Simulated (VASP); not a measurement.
Wanted: the native input for a VASP 6.6.1 run.

```yaml
Task: single point
Functional: LDA
Potentials_or_basis: VASP PAW LDA potentials, release 64 (P)
Cutoff: 520 eV
k_mesh: 17 × 17 × 17
Occupations: fermi-dirac, width 0.1 eV
Spin: no spin polarisation
Dipole_correction: no
Further_INCAR_settings: ALGO = Normal; EDIFF = 1e-06; NBANDS = 8
```

The structure of P lies in POSCAR:

```
P
1.0
    0.0000000000      1.4606113894      1.4606113894
    1.4606113894      0.0000000000      1.4606113894
    1.4606113894      1.4606113894      0.0000000000
P
1
Direct
    0.0000000000      0.0000000000      0.0000000000
```

This cell differs from its parent crystal: volume scaled by 0.45.

The input as run:

INCAR

```
SYSTEM = P
PREC     = Accurate       ! precision mode
ENCUT    = 520            ! plane-wave cutoff, eV
EDIFF    = 1E-6           ! SCF threshold, eV
ISMEAR   = -1             ! smearing method
SIGMA    = 0.1            ! smearing width, eV
LREAL    = .FALSE.        ! projectors in reciprocal space
LASPH    = .TRUE.         ! aspherical terms in the spheres
NELM     = 100            ! most SCF steps
ALGO     = Normal         ! electronic algorithm
ISIF     = 2              ! what is computed and relaxed
LWAVE    = .FALSE.        ! write WAVECAR
LCHARG   = .FALSE.        ! write CHGCAR
NBANDS   = 8              ! bands
```

KPOINTS

```
Automatic mesh
0
G
  17 17 17
  0 0 0
```

Potentials or basis: VASP PAW LDA potentials, release 64 (P).

Command:

```bash
$ cat potpaw_LDA.64/P/POTCAR > POTCAR
$ mpirun -np 1 vasp_std > vasp.out
```

It gave:

```json
{
 "Pressure": "383.0 GPa"
}
```

Run time: 3.1 s on 1 thread of Intel(R) Xeon(R) Platinum 8488C (Sapphire Rapids), with other jobs on the host, peak memory 0.1 GiB.
